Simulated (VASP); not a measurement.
The system is CaF2.

```xyz
3
Lattice="0.0000 2.7196 2.7196 2.7196 0.0000 2.7196 2.7196 2.7196 0.0000" Properties=species:S:1:pos:R:3 pbc="T T T"
Ca    0.0000    0.0000    0.0000
F     1.3598    1.3598    1.3598
F     4.0794    4.0794    4.0794
```

Base run:

* Program: VASP 6.6.1
* Functional: r2SCAN
* Potentials or basis: VASP PAW PBE potentials, release 64 (Ca_sv, F)
* Cutoff: 660 eV
* k mesh: 8 × 8 × 8
* Occupations: gaussian, width 0.01 eV
* Spin: no spin polarisation

Its results: band gap on the k mesh 8.03 eV (least direct gap 8.29 eV); pressure 0.4 GPa.

**Question.** The run is repeated on the same cell with these changes: functional from r2SCAN to PBE; cutoff from 660 eV to 600 eV; k mesh from 8 × 8 × 8 to 4 × 4 × 4. What comes out?

**Answer.** Band gap on the k mesh 7.36 eV (least direct gap 7.61 eV); pressure 3.6 GPa.

Several settings changed at once.

Caveats: some runs use coarse meshes; the PAW data sets were made with another functional, which shifts forces and pressure a little (at least some runs).

A k mesh can miss the band edges.
